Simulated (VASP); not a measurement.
Write the native input for VASP 6.6.1 that does the following.

* Task: single point
* Functional: BLYP
* Potentials or basis: VASP PAW PBE potentials, release 64 (Ba_sv, Te)
* Cutoff: 520 eV
* k mesh: 4 × 4 × 4
* Occupations: gaussian, width 0.01 eV
* Spin: no spin polarisation
* Dipole correction: no
* Further INCAR settings: ALGO = Normal; EDIFF = 1e-06; NBANDS = 15

The structure of BaTe lies in POSCAR:

```
BaTe
1.0
    4.2624660000      0.0000000000      0.0000000000
    0.0000000000      4.2624660000      0.0000000000
    0.0000000000      0.0000000000      4.2624660000
Ba Te
1 1
Direct
    0.0000000000      0.0000000000      0.0000000000
    0.5000000000      0.5000000000      0.5000000000
```

The input as run:

INCAR

```
SYSTEM = BaTe
PREC = Accurate
ENCUT = 520
EDIFF = 1E-6
ISMEAR = 0
SIGMA = 0.01
LREAL = .False.
LASPH = .True.
NELM = 80
ALGO = Normal
ISIF = 2
LWAVE = .False.
LCHARG = .False.
GGA = B5
ALDAX = 1.0
AGGAX = 1.0
AGGAC = 1.0
ALDAC = 0.0
NBANDS = 15
```

KPOINTS

```
Automatic mesh
0
Gamma
  4 4 4
  0 0 0
```

Potentials or basis: VASP PAW PBE potentials, release 64 (Ba_sv, Te).

Launch:

```sh
$ cat potpaw_PBE.64/Ba_sv/POTCAR potpaw_PBE.64/Te/POTCAR > POTCAR
$ mpirun -np 1 vasp_std > vasp.out
```

Results of the run:

The pressure is 2.5 GPa and the band gap on the k mesh is 0.89 eV, indirect (least direct gap 1.11 eV).

Caveat: the PAW data sets were made with another functional, which shifts forces and pressure a little; spin-orbit coupling is left out, which moves the levels of the heavy elements.

Run time: 17 s on 1 thread of AMD EPYC 7R13 Processor (Zen 3) (shared host), peak memory 0.15 GiB.
